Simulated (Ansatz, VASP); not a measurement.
**Two plane-wave programs on Os**

INCAR

```
PREC     = Accurate       # precision mode
ENCUT    = 500            # plane-wave cutoff, eV
EDIFF    = 1E-6           # SCF threshold, eV
ISMEAR   = -1             # smearing method
SIGMA    = 0.03           # smearing width, eV
LREAL    = False          # projectors in reciprocal space
LASPH    = True           # aspherical terms in the spheres
NELM     = 120            # most SCF steps
ALGO     = Normal         # electronic algorithm
ISIF     = 2              # what is computed and relaxed
LWAVE    = False          # write WAVECAR
LCHARG   = True           # write CHGCAR
GGA      = CA             # functional
LELF     = True           # ELF
LVHAR    = True         
NBANDS   = 23             # bands
GGA_COMPAT= False
```

Contents of KPOINTS:

```
Automatic mesh
0
Gamma
  13 13 8
```

Contents of POSCAR:

```
Os
1.0
    2.7175247593      0.0000000000      0.0000000000
   -1.3587623796      2.3534454770      0.0000000000
    0.0000000000      0.0000000000      4.2844606214
Os
2
Direct
    0.3333333333      0.6666666667      0.2500000000
    0.6666666667      0.3333333333      0.7500000000
```

Input for Ansatz:

```yaml
crystal:
  lattice:
    - [2.7175247593, 0.0, 0.0]
    - [-1.3587623796, 2.353445477, 0.0]
    - [0.0, 0.0, 4.2844606214]
  atoms:
    - { symbol: Os, position: [0.3333333333, 0.6666666667, 0.25] }
    - { symbol: Os, position: [0.6666666667, 0.3333333333, 0.75] }
hamiltonian:
  xc: lda
  pseudopotentials:
    kind: paw
    azcp:
      Os: "pseudopotentials/Os.paw.azcp"
basis:
  ecutwfc: 420
  fft_grid_basis: typed
kpoints:
  mp_grid: { grid: [13, 13, 8], shift: [0, 0, 0] }
magnetization:
  spin_polarized: false
scf:
  occupations: { method: fermi_dirac, width: 0.03 }
  lower_state_search: "off"
output:
  stress: true
```

Alike in both runs: task single point; functional LDA; k mesh 13 × 13 × 8; occupations fermi-dirac, width 0.03 eV; no spin polarisation.

|  | VASP | Ansatz |
| --- | --- | --- |
| version | VASP 6.6.1 | Ansatz 0.2.0 |
| potentials or method | VASP PAW LDA potentials, release 64 (Os_sv_GW), cutoff 500 eV | plane waves (420 eV) with PAW, scalar-relativistic |
| valence electrons in the cell | 32 | 32 |

|  | VASP | Ansatz | Ansatz less VASP |
| --- | --- | --- | --- |
| pressure (GPa) | -0.8 | -0.1 | +0.72 |
| traceless stress, the component that is largest in VASP (GPa) | -0.61 | -0.75 | -0.148 |

Ansatz warns that its potentials were made for another functional, while VASP's fit it. LDA's correlation is that of Perdew and Zunger in VASP and of Perdew and Wang (1992) in Ansatz.

Spin-orbit coupling is off throughout.
